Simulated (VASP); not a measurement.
# SrLi8Nb7O23 (a cell with a defect) in VASP: electric field gradients with HSE06

Aim: the electric field gradients of SrLi8Nb7O23 (a cell with a defect) with HSE06.

All numbers are computed with VASP 6.6.1; they aren't measurements. Logs are shortened: lines on timing, memory, paths and dates and some standing lists are left out, and cuts for length are marked.

### 1 The cell of the first run

The cell holds a defect, 39 atoms: a = 5.550 Å, b = 11.101 Å, c = 11.101 Å, α = 55.75°, β = 55.75°, γ = 55.75°.

### 2 Electric field gradients, HSE06, collinear spin

File POSCAR:

```
SrLi8Nb7O23
1.0
    2.5949501352      1.4981951591      4.6722232478
   -5.1899002704      2.9963903182      9.3444464955
    0.0000000000     -5.9927806363      9.3444464955
Li Nb O Sr
8 7 23 1
Direct
    0.7128731884      0.3547215312      0.3669819340
    0.1821258183      0.1241523190      0.1324723000
    0.6903968609      0.3602156043      0.8751206057
    0.2300246772      0.1084119905      0.6121352428
    0.7156269746      0.8477817217      0.3749698452
    0.2140216938      0.6080592884      0.1139492567
    0.7880223879      0.8189469320      0.8507299342
    0.2022772209      0.6171720898      0.6028395679
    0.9689972390      0.4990825201      0.4980351645
    0.5018402273      0.2458630718      0.2529311486
    0.9927648652      0.4960653495      1.0124571429
    0.9950746826      1.0100172862      0.5018935282
    0.4914649328      0.7477170490      0.2545124123
    0.9776889051      0.9914884180      1.0159961712
    0.5034784979      0.7448339085      0.7617374968
    0.2782159054      0.3169636048      0.4492085900
    0.6350872444      0.4428322921      0.1438969492
    0.8744873840      0.1402182620      0.3246370703
    0.4247546866      0.0590473266      0.3760597061
    0.8043528743      0.1940438432      0.0690554478
    0.1340687073      0.3885638115      0.2052441656
    0.2882444227      0.3172400659      0.9680278707
    0.6106559214      0.4608984097      0.6116348919
    1.0479912813      0.1393276148      0.8137512193
    0.8506637947      0.1826891607      0.5468408142
    0.0276775571      0.4331485307      0.6910360310
    0.2947313093      0.8294718545      0.4241867701
    0.6058959862      0.9760207378      0.0836163557
    0.8792068560      0.6593971946      0.3067230484
    0.3808484160      0.5757168327      0.3790682164
    0.7802818611      0.6948264578      0.0693352437
    0.1271048341      0.8948949305      0.1872312476
    0.2856543854      0.8187855144      0.9481361235
    0.6548963523      0.9379701589      0.6483993813
    0.9003933955      0.6329372628      0.8237273590
    0.3864240251      0.5709891197      0.8982710745
    0.7809977744      0.6919615505      0.5741747944
    0.1572109151      0.8835670603      0.6968342434
    0.4602247583      0.2305845076      0.7712780246
```

File INCAR.step1:

```
  PREC = Accurate
  ENCUT = 520
  ISMEAR = -1
  SIGMA = 0.01
  LREAL = Auto
  LASPH = True
  NELM = 150
  ALGO = Normal
  ISIF = 2
  LWAVE = True
  LCHARG = False
  ISPIN = 2
  MAGMOM = 0 0 0 0 0 0 0 0 -0.01 0 0 0 0 0 -0.01 0.02 0 0 0 0 0 0 0 0.04 0 0.7 0 0 0 0 0 0 0 0 0 0 0.26 0.01 0.01
  LORBIT = 11
  NUPDOWN = 1.0
  LMAXMIX = 4
  GGA = PE
  EDIFF = 1E-5
  NBANDS = 160
  LUSENCCL = False
```

File INCAR.step2:

```
  PREC = Accurate
  ENCUT = 520
  EDIFF = 1E-8
  ISMEAR = -1
  SIGMA = 0.01
  LREAL = Auto
  LASPH = True
  NELM = 150
  ALGO = Normal
  ISIF = 2
  LWAVE = False
  LCHARG = False
  ISPIN = 2
  MAGMOM = 0 0 0 0 0 0 0 0 -0.01 0 0 0 0 0 -0.01 0.02 0 0 0 0 0 0 0 0.04 0 0.7 0 0 0 0 0 0 0 0 0 0 0.26 0.01 0.01
  LORBIT = 11
  NUPDOWN = 1.0
  LMAXMIX = 4
  GGA = PE
  LHFCALC = True
  HFSCREEN = 0.2079
  PRECFOCK = Fast
  LEFG = True
  ISTART = 1
  NBANDS = 160
  LUSENCCL = False
```

File KPOINTS:

```
Automatic mesh
0
Gamma
  1 1 1
  0.25 0.25 0.25
```

Potentials or basis: VASP PAW PBE potentials, release 64 (Li_sv, Nb_sv, O, Sr_sv).

Started as:

```sh
$ cat potpaw_PBE.64/Li_sv/POTCAR potpaw_PBE.64/Nb_sv/POTCAR potpaw_PBE.64/O/POTCAR potpaw_PBE.64/Sr_sv/POTCAR > POTCAR
$ cp INCAR.step1 INCAR
$ mpirun -np 1 vasp_std > vasp.out
$ cp INCAR.step2 INCAR
$ mpirun -np 1 vasp_std > vasp.out
```

OUTCAR:

```text
PREC = Accurate
   ENCUT = 520
   EDIFF = 1E-8
   ISMEAR = -1
   LREAL = Auto
   LASPH = True
   NELM = 150
   ISIF = 2
   ISPIN = 2
   LORBIT = 11
   NUPDOWN = 1.0
   GGA = PE
   LHFCALC = True
   HFSCREEN = 0.2079
   PRECFOCK = Fast
   ISTART = 1

 ion  position               nearest neighbor table
   1  0.713  0.355  0.367-  25 2.00  21 2.08  30 2.11  16 2.25  18 2.25  39 3.48
   2  0.182  0.124  0.132-  18 1.87  28 1.94  22 2.02  20 2.17  39 3.10
   3  0.690  0.360  0.875-  26 1.97  36 2.03  20 2.05  22 2.08  39 3.26  39 3.33
   4  0.230  0.108  0.612-  24 2.02  16 2.04  34 2.12  25 2.17  39 3.30  39 3.71
   5  0.716  0.848  0.375-  19 1.96  37 1.98  32 2.14  29 2.15  27 2.18
   6  0.214  0.608  0.114-  29 2.02  17 2.07  33 2.10  36 2.21  21 2.26  31 2.27
   7  0.788  0.819  0.851-  35 1.94  38 1.99  31 1.99  34 2.18  11 2.80  39 3.59
   8  0.202  0.617  0.603-  23 1.95  35 2.09  37 2.15  27 2.17  26 2.23  39 3.32
   9  0.969  0.499  0.498-  23 1.80  16 1.90  29 1.97  26 2.00  37 2.22  30 2.28  39 3.94  39 3.96

  10  0.502  0.246  0.253-  19 1.87  21 1.89  20 1.92  18 2.09  17 2.15  16 2.17
  11  0.993  0.496  0.012-  22 1.84  17 1.87  35 1.93  31 2.11  21 2.14  36 2.19   7 2.80  39 3.88

  12  0.995  0.010  0.502-  25 1.86  18 1.90  34 1.90  27 2.03  19 2.19  38 2.19  39 3.72
  13  0.491  0.748  0.255-  30 1.82  31 1.93  32 1.98  27 2.01  29 2.08  28 2.34
  14  0.978  0.991  0.016-  28 1.83  24 1.86  33 1.91  32 1.98  20 2.18  39 3.65  39 3.84
  15  0.503  0.745  0.762-  36 1.86  38 1.89  37 1.95  33 2.10  35 2.13  34 2.17
  16  0.278  0.317  0.449-   9 1.90   4 2.04  10 2.17   1 2.25
  17  0.635  0.443  0.144-  11 1.87   6 2.07  10 2.15
  18  0.874  0.140  0.325-   2 1.87  12 1.90  10 2.09   1 2.25
  19  0.425  0.059  0.376-  10 1.87   5 1.96  12 2.19
  20  0.804  0.194  0.069-  10 1.92   3 2.05   2 2.17  14 2.18  39 3.31
  21  0.134  0.389  0.205-  10 1.89   1 2.08  11 2.14   6 2.26
  22  0.288  0.317  0.968-  11 1.84   2 2.02   3 2.08  39 2.36
  23  0.611  0.461  0.612-   9 1.80   8 1.95  39 2.45
  24  0.048  0.139  0.814-  14 1.86   4 2.02  39 2.71  39 3.06
  25  0.851  0.183  0.547-  12 1.86   1 2.00   4 2.17  39 2.30
  26  0.028  0.433  0.691-   3 1.97   9 2.00   8 2.23  39 2.39
  27  0.295  0.829  0.424-  13 2.01  12 2.03   8 2.17   5 2.18
  28  0.606  0.976  0.084-  14 1.83   2 1.94  13 2.34  39 3.20
  29  0.879  0.659  0.307-   9 1.97   6 2.02  13 2.08   5 2.15
  30  0.381  0.576  0.379-  13 1.82   1 2.11   9 2.28
  31  0.780  0.695  0.069-  13 1.93   7 1.99  11 2.11   6 2.27
  32  0.127  0.895  0.187-  13 1.98  14 1.98   5 2.14
  33  0.286  0.819  0.948-  14 1.91   6 2.10  15 2.10
  34  0.655  0.938  0.648-  12 1.90   4 2.12  15 2.17   7 2.18
  35  0.900  0.633  0.824-  11 1.93   7 1.94   8 2.09  15 2.13
  36  0.386  0.571  0.898-  15 1.86   3 2.03  11 2.19   6 2.21
  37  0.781  0.692  0.574-  15 1.95   5 1.98   8 2.15   9 2.22
  38  0.157  0.884  0.697-  15 1.89   7 1.99  12 2.19
  39  0.460  0.231  0.771-  25 2.30  22 2.36  26 2.39  23 2.45  24 2.71  24 3.06   2 3.10  28 3.20
                             3 3.26   4 3.30  20 3.31   8 3.32   3 3.33   1 3.48   7 3.59  14 3.65

  LATTYP: Found a base centered monoclinic cell.
 ALAT       =    15.1977748150
 B/A-ratio  =     0.6829815988
 C/A-ratio  =     0.3652177897
 COS(beta)  =    -0.0918250334

  Lattice vectors:

 A1 = (   7.7848504056,  -1.4981951591,  -4.6722232477)
 A2 = (   2.5949501352,   7.4909757954,  -4.6722232477)
 A3 = (   2.5949501352,   1.4981951591,   4.6722232478)

Analysis of symmetry for initial positions (statically):
=====================================================================
 Subroutine PRICEL returns:
 Original cell was already a primitive cell.

 Routine SETGRP: Setting up the symmetry group for a
 base centered monoclinic supercell.

 Subroutine GETGRP returns: Found  1 space group operations
 (whereof  1 operations were pure point group operations)
 out of a pool of  4 trial point group operations.

The static configuration has the point symmetry C_1 .

Analysis of symmetry for dynamics (positions and initial velocities):
=====================================================================
 Subroutine PRICEL returns:
 Original cell was already a primitive cell.

 Routine SETGRP: Setting up the symmetry group for a
 base centered monoclinic supercell.

 Subroutine GETGRP returns: Found  1 space group operations
 (whereof  1 operations were pure point group operations)
 out of a pool of  4 trial point group operations.

The dynamic configuration has the point symmetry C_1 .

[... 227 lines left out ...]
 k-point     1 :       0.2500    0.2500    0.2500
  band No.  band energies     occupation
      1     -55.7505      1.00000
      2     -55.6823      1.00000
      3     -55.6246      1.00000
      4     -55.5022      1.00000
      5     -55.4569      1.00000
      6     -55.4273      1.00000
[... 135 lines left out ...]
    142       7.9980      0.00000
    143       8.1914      0.00000
 Fermi energy:         2.2836891226

 spin component 2

 k-point     1 :       0.2500    0.2500    0.2500
  band No.  band energies     occupation
      1     -55.7598      1.00000
      2     -55.6826      1.00000
      3     -55.6255      1.00000
      4     -55.5027      1.00000
      5     -55.4576      1.00000
      6     -55.4540      1.00000
[... 135 lines left out ...]
    142       8.0111      0.00000
    143       8.2259      0.00000
 [bands above 143 left out]

------------------------ aborting loop because EDIFF is reached ----------------------------------------

  FORCE on cell =-STRESS in cart. coord.  units (eV):
  Direction    XX          YY          ZZ          XY          YZ          ZX
  --------------------------------------------------------------------------------------
  -------------------------------------------------------------------------------------
  Total      -11.7011053     -9.5029219     -8.7042488      1.4307539      0.6092517      0.4038335
  in kB      -43.0036418    -34.9249270    -31.9896616      5.2582750      2.2391084      1.4841599
  external PRESSURE =     -36.6394101 kB  Pullay stress =       0.0000000 kB

 VOLUME and BASIS-vectors are now :
 -----------------------------------------------------------------------------
  energy-cutoff  :      520.00
  volume of cell :      435.95
      direct lattice vectors                 reciprocal lattice vectors
     2.594950135  1.498195159  4.672223248     0.192681930  0.111244964  0.071343623
    -5.189900270  2.996390318  9.344446495    -0.096340965  0.055622482  0.035671811
     0.000000000 -5.992780636  9.344446495    -0.000000000 -0.111244964  0.035671811

 POSITION                                       TOTAL-FORCE (eV/Angst)
 -----------------------------------------------------------------------------------
      0.00890     -0.06833     10.07462         0.043252      0.004938     -0.008171
     -0.17173     -0.14901      3.24895        -0.011111      0.002575      0.018140
     -0.07794     -3.13071     14.76922        -0.015166     -0.118209     -0.043984
      0.03426     -2.99893      7.80784        -0.002512     -0.041918     -0.007152
     -2.54289      1.36532     14.76951        -0.008119     -0.052213      0.023210
     -2.60039      1.45976      7.74673         0.005342      0.017810     -0.013177
[... 31 lines left out ...]
     -4.17767     -1.29293     15.50250         0.414654      0.022865      0.153854
     -0.00245     -3.24167     11.51212         0.174412     -0.032462      0.074414
 -----------------------------------------------------------------------------------
    total drift:                               -0.000440      0.011307      0.003040

  FREE ENERGIE OF THE ION-ELECTRON SYSTEM (eV)
  ---------------------------------------------------
  free  energy   TOTEN  =      -362.8590501669 eV

  energy  without entropy=     -362.8590501669  energy(sigma->0) =     -362.85905017

 Electric field gradients (V/A^2)
---------------------------------------------------------------------
 ion       V_xx      V_yy      V_zz      V_xy      V_xz      V_yz
---------------------------------------------------------------------
   1      -0.400     0.106     0.295     0.293    -0.422    -0.011
   2      -0.249    -0.441     0.691    -0.133    -0.077    -0.696
   3      -0.163    -0.553     0.716     0.166     0.110    -0.490
   4      -0.154     0.286    -0.133     0.536    -0.260     0.354
   5      -0.523     0.356     0.167    -0.170     0.421    -0.617
   6      -0.262    -0.071     0.333    -0.168     0.099     0.068
[... 31 lines left out ...]
  38     -10.679     1.002     9.677    -1.053     9.802    -9.503
  39      23.622    -5.973   -17.649   -78.877    43.059    44.810
---------------------------------------------------------------------

 Electric field gradients after diagonalization (V/A^2)
 (convention: |V_zz| > |V_xx| > |V_yy|)
----------------------------------------------------------------------
 ion       V_xx      V_yy      V_zz     asymmetry (V_yy - V_xx)/ V_zz
----------------------------------------------------------------------
   1       0.542     0.145    -0.687       0.579
   2      -0.814    -0.208     1.022       0.593
   3      -0.780    -0.105     0.885       0.762
   4       0.679     0.103    -0.782       0.736
   5      -0.739    -0.256     0.995       0.485
   6       0.353     0.027    -0.380       0.859
[... 31 lines left out ...]
  38     -15.135    -3.389    18.523       0.634
  39      89.324    22.808  -112.132       0.593
----------------------------------------------------------------------

           NMR quadrupolar parameters

 Cq : quadrupolar parameter    Cq=e*Q*V_zz/h
 eta: asymmetry parameters     (V_yy - V_xx)/ V_zz
 Q  : nuclear electric quadrupole moment in mb (millibarn)
----------------------------------------------------------------------
 ion       Cq(MHz)       eta       Q (mb)
----------------------------------------------------------------------
   1      -0.002       0.579       1.000
   2       0.002       0.593       1.000
   3       0.002       0.762       1.000
   4      -0.002       0.736       1.000
   5       0.002       0.485       1.000
   6      -0.001       0.859       1.000
[... 31 lines left out ...]
  38       0.045       0.634       1.000
  39      -0.271       0.593       1.000
----------------------------------------------------------------------

 total charge

# of ion       s       p       d       tot
------------------------------------------
    1        2.012   0.049   0.000   2.061
    2        2.021   0.065   0.000   2.087
    3        2.016   0.055   0.000   2.071
    4        2.013   0.049   0.000   2.061
    5        2.016   0.055   0.000   2.071
    6        2.013   0.050   0.000   2.062
[... 31 lines left out ...]
   38        1.572   3.527   0.000   5.099
   39        2.007   5.853   0.231   8.091
--------------------------------------------------
tot         69.850 130.197  14.409 214.456

 magnetization (x)

# of ion       s       p       d       tot
------------------------------------------
    1       -0.000  -0.000   0.000  -0.000
    2       -0.000  -0.000   0.000  -0.000
    3       -0.000  -0.001   0.000  -0.001
    4       -0.000  -0.000   0.000  -0.000
    5        0.001   0.001   0.000   0.002
    6        0.000  -0.000   0.000  -0.000
[... 31 lines left out ...]
   38        0.000   0.010   0.000   0.011
   39        0.001   0.003   0.003   0.007
--------------------------------------------------
tot          0.019   0.881  -0.041   0.859
```

Run time: 8.1 min. Hardware: 1 × NVIDIA H100 80GB with 1 thread of AMD EPYC 7R13 (Zen 3), shared host; peak memory 1.6 GiB.

Results:

| Item | Value |
| --- | --- |
| Free energy | -362.8591 eV |
| Largest force | 0.929 eV/Å |
| Net moment | 1.00 μB per cell |
| Site moments | Li -0.00, +0.00 (each value once); Nb -0.03, -0.00, -0.01 (each value once); O +0.01, +0.00, +0.04, +0.61, -0.00, +0.22 (each value once); Sr +0.01 μB |
| Largest electric field gradient by atom | Li -0.7, +1.0, +0.9, -0.8, -0.4, +1.5, -0.5 (each value once); Nb +68.5, -72.4, -75.6, -123.1, -91.6, +91.1, +24.2; O +38.6, -20.6, +29.9, -24.4, +30.0, -28.4, -19.3, -16.0, +19.3, -20.3, +201.3, -26.2, +14.9, +34.7, +12.9, -30.5, -35.4, +27.1, -20.2, +26.3, -19.8, +59.7, +18.5; Sr -112.1 V/Å² |
| Valence electrons inside the program's atomic spheres | Li 2.06, 2.09, 2.07, 2.08 (each value once); Nb 10.43, 10.32, 10.38, 10.36, 10.34, 10.52 (each value once); O 5.09, 5.11, 5.14, 5.10, 5.05, 4.96 (each value once); Sr 8.09 |

Forces in eV/Å, atoms in the order of the input:
```
Li   0.043  0.005 -0.008
Li  -0.011  0.003  0.018
Li  -0.015 -0.118 -0.044
Li  -0.003 -0.042 -0.007
Li  -0.008 -0.052  0.023
Li   0.005  0.018 -0.013
Li   0.025  0.016 -0.020
Li  -0.035  0.049  0.057
Nb  -0.457  0.209 -0.726
Nb   0.110 -0.079 -0.231
Nb   0.206 -0.094 -0.227
Nb  -0.363 -0.031  0.100
Nb   0.026 -0.194 -0.251
Nb  -0.118  0.343 -0.306
Nb  -0.183  0.001 -0.300
O   -0.496  0.066  0.148
O    0.306  0.295  0.131
O    0.010 -0.294  0.044
O   -0.369  0.347  0.173
O   -0.114 -0.422  0.052
O    0.375  0.150  0.084
O   -0.688 -0.065  0.269
O    0.368  0.654  0.548
O    0.215 -0.795  0.133
O    0.491 -0.022 -0.567
O   -0.198  0.054  0.049
O   -0.076  0.179 -0.134
O    0.401  0.158  0.359
O    0.068 -0.410 -0.068
O   -0.305  0.363  0.254
O   -0.019 -0.369  0.043
O    0.226  0.184 -0.082
O   -0.265  0.072 -0.013
O    0.278  0.286  0.116
O   -0.004 -0.361  0.047
O   -0.258  0.326  0.128
O    0.242 -0.420 -0.006
O    0.415  0.023  0.154
Sr   0.174 -0.032  0.074
```

Electric field gradients, principal values (V/Å²):
| atom | least | middle | greatest (by size) |
| --- | --- | --- | --- |
| 1 Li | 0.145 | 0.542 | -0.687 |
| 2 Li | -0.208 | -0.814 | 1.022 |
| 3 Li | -0.105 | -0.780 | 0.885 |
| 4 Li | 0.103 | 0.679 | -0.782 |
| 5 Li | -0.256 | -0.739 | 0.995 |
| 6 Li | 0.027 | 0.353 | -0.380 |
| 7 Li | -0.272 | -1.266 | 1.538 |
| 8 Li | 0.005 | 0.510 | -0.516 |
| 9 Nb | -16.501 | -51.952 | 68.453 |
| 10 Nb | 1.420 | 70.937 | -72.357 |
| 11 Nb | 19.140 | 56.500 | -75.640 |
| 12 Nb | 39.370 | 83.779 | -123.149 |
| 13 Nb | 14.725 | 76.873 | -91.598 |
| 14 Nb | -0.540 | -90.548 | 91.088 |
| 15 Nb | -2.717 | -21.511 | 24.228 |
| 16 O | -10.487 | -28.096 | 38.583 |
| 17 O | 4.795 | 15.770 | -20.566 |
| 18 O | -5.698 | -24.214 | 29.912 |
| 19 O | 7.232 | 17.119 | -24.351 |
| 20 O | -3.316 | -26.704 | 30.020 |
| 21 O | 2.130 | 26.256 | -28.385 |
| 22 O | 2.937 | 16.331 | -19.269 |
| 23 O | 6.439 | 9.532 | -15.971 |
| 24 O | -5.932 | -13.353 | 19.284 |
| 25 O | 3.143 | 17.114 | -20.257 |
| 26 O | -75.093 | -126.173 | 201.266 |
| 27 O | 4.482 | 21.721 | -26.203 |
| 28 O | -2.413 | -12.531 | 14.944 |
| 29 O | -13.275 | -21.392 | 34.667 |
| 30 O | -4.276 | -8.669 | 12.946 |
| 31 O | 7.868 | 22.681 | -30.548 |
| 32 O | 2.114 | 33.281 | -35.395 |
| 33 O | -2.498 | -24.646 | 27.144 |
| 34 O | 1.799 | 18.395 | -20.194 |
| 35 O | -8.503 | -17.789 | 26.292 |
| 36 O | 2.824 | 16.998 | -19.821 |
| 37 O | -1.197 | -58.531 | 59.727 |
| 38 O | -3.389 | -15.135 | 18.523 |
| 39 Sr | 22.808 | 89.324 | -112.132 |

Caveat: the k points lie up to 1.14 Å⁻¹ apart, too coarse for converged energies, forces and pressures; the cutoff is under 1.25 times the usual one of these potentials, so pressure, stress and relaxed cells hold a basis-set (Pulay) error; without QUAD_EFG the Cq values of the log hold for a quadrupole moment of 1 mb, not for the nuclei; the PAW data sets were made with another functional, which shifts forces and pressure a little; the total moment is fixed, so each spin has its own Fermi level and the state may be an excited one.
